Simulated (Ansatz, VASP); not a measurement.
# BaB2H8: VASP beside Ansatz

```
Ba B H
1.0
     7.38356    0.00000    0.00000
     0.00000    8.73775    0.00000
     0.00000    0.00000    7.91012
Ba B H
4 8 32
Direct
  0.50000 0.82899 0.25000
  0.00000 0.67101 0.75000
  0.50000 0.17101 0.75000
  0.00000 0.32899 0.25000
  0.75920 0.60935 0.07736
  0.25920 0.89065 0.92264
  0.74080 0.89065 0.57736
  0.24080 0.60935 0.42264
  0.24080 0.39065 0.92264
  0.74080 0.10935 0.07736
  0.25920 0.10935 0.42264
  0.75920 0.39065 0.57736
  0.72469 0.56842 0.22247
  0.22469 0.93158 0.77753
  0.77531 0.93158 0.72247
  0.27531 0.56842 0.27753
  0.27531 0.43157 0.77753
  0.77531 0.06842 0.22247
  0.22469 0.06842 0.27753
  0.72469 0.43157 0.72247
  0.83819 0.50539 0.00361
  0.33819 0.99461 0.99639
  0.66181 0.99461 0.50361
  0.16181 0.50539 0.49639
  0.16181 0.49461 0.99639
  0.66181 0.00539 0.00361
  0.33819 0.00539 0.49639
  0.83819 0.49461 0.50361
  0.61870 0.63357 0.99963
  0.11870 0.86643 0.00037
  0.88130 0.86643 0.49963
  0.38130 0.63357 0.50037
  0.38130 0.36643 0.00037
  0.88130 0.13357 0.99963
  0.11870 0.13357 0.50037
  0.61870 0.36643 0.49963
  0.85365 0.72526 0.08296
  0.35365 0.77474 0.91704
  0.64635 0.77474 0.58296
  0.14635 0.72526 0.41704
  0.14635 0.27474 0.91704
  0.64635 0.22526 0.08296
  0.35365 0.22526 0.41704
  0.85365 0.27474 0.58296
```

Alike in both runs: task single point; functional PBE; k mesh 4 × 2 × 2; occupations gaussian, width 0.1 eV; no spin polarisation.

|  | VASP | Ansatz |
| --- | --- | --- |
| version | VASP 6.6.1 | Ansatz 0.2.0 |
| potentials or method | VASP PAW PBE potentials, release 64 (Ba_sv, B, H), cutoff 520 eV | scalar-relativistic, plane waves, PAW |
| valence electrons in the cell | 96 | 96 |

|  | VASP | Ansatz | Ansatz less VASP |
| --- | --- | --- | --- |
| gap on the k mesh at the Fermi level (eV) | 5.66 | 5.70 | +0.036 |
| least direct gap on the mesh (eV) | 5.66 | 5.70 | +0.036 |
| pressure (GPa) | 0.0 | -0.2 | -0.18 |
| rms of the force components (eV/Å) | 0.003 | 0.006 | +0.0030 |

Atom by atom the forces differ by 0.006 eV/Å (rms over components).

Neither program's run includes spin-orbit coupling.
